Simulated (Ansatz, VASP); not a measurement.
BN: VASP beside Ansatz

```
N B
1.0
     0.00000    1.81300    1.81300
     1.81300    0.00000    1.81300
     1.81300    1.81300    0.00000
N B
1 1
Direct
  0.25000 0.25000 0.25000
  0.00000 0.00000 0.00000
```

Alike in both runs: task relaxation of cell and atoms; functional PBE; k mesh 13 × 13 × 13; occupations fermi-dirac, width 0.05 eV; no spin polarisation.

|  | VASP | Ansatz |
| --- | --- | --- |
| version | VASP 6.6.1 | Ansatz 0.2.0 |
| potentials or method | VASP PAW PBE potentials, release 64 (N, B), cutoff 600 eV | all-electron LAPW, scalar-relativistic |

```csv
,VASP,Ansatz,Ansatz less VASP
relaxed volume (Å³/atom),5.96,5.95,-0.007
relaxed cell length with the largest relative difference (Å),2.564,2.563,-0.0010
```

Ansatz ran all-electron here, and VASP with PAW potentials.

Noted on VASP's run: the relaxation stopped at its first step, so nothing moved.
